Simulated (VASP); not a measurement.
ZnSnN2: single point with r2SCAN

The system is ZnSnN2.

```
CELL_PARAMETERS angstrom
1.58369 0.91434 5.14982
-1.58369 0.91434 5.14982
0.00000 -1.82868 5.14982
ATOMIC_POSITIONS crystal
Zn 0.00000 0.00000 0.00000
Sn 0.50000 0.50000 0.50000
N 0.24647 0.24647 0.24647
N 0.75353 0.75353 0.75353
```

| Item | Value |
| --- | --- |
| Program | VASP 6.6.1 |
| Task | single point |
| Functional | r2SCAN |
| Potentials or basis | VASP PAW PBE potentials, release 64 (Zn, Sn_d, N) |
| Cutoff | 520 eV |
| k mesh | 8 × 8 × 8 |
| Occupations | fermi-dirac, width 0.02 eV |
| Spin | no spin polarisation |
| Dipole correction | no |
| Further INCAR settings | ALGO = Normal; EDIFF = 1e-07; NBANDS = 26 |

The pressure is 0.8 GPa and the largest force is 0.012 eV/Å. The band gap on the k mesh is 1.24 eV, indirect (least direct gap 1.32 eV).

Forces in eV/Å, atoms in the order of the input:
```
Zn   0.000  0.000  0.000
Sn   0.000  0.000  0.000
N    0.000  0.000  0.012
N    0.000  0.000 -0.012
```

Stress tensor (GPa, compression positive):
```
0.88 0.00 0.00
0.00 0.88 0.00
0.00 0.00 0.77
```

Levels at points of the mesh, in eV from the valence-band top:
| k point | band 16 | band 17 | band 18 | band 19 | band 20 | band 21 |
| --- | --- | --- | --- | --- | --- | --- |
| (0.00, 0.00, 0.00) | -0.81 | -0.17 | -0.17 | 1.24 | 4.09 | 9.01 |
| (0.50, 0.00, 0.00) | -2.64 | -2.16 | -1.34 | 3.67 | 4.84 | 7.70 |
| (0.50, 0.50, 0.00) | -2.89 | -0.10 | -0.02 | 1.30 | 4.30 | 8.23 |
| (0.50, 0.50, 0.50) | -0.64 | -0.58 | -0.58 | 3.71 | 4.40 | 8.49 |

It took 7.9 min on 1 thread of Intel(R) Xeon(R) 6975P-C (Granite Rapids), on a shared host, peak memory 0.32 GiB.

Caveat: the PAW data sets were made with another functional, which shifts forces and pressure a little; spin-orbit coupling is left out, which moves the levels of the heavy elements. A k mesh can miss the band edges.
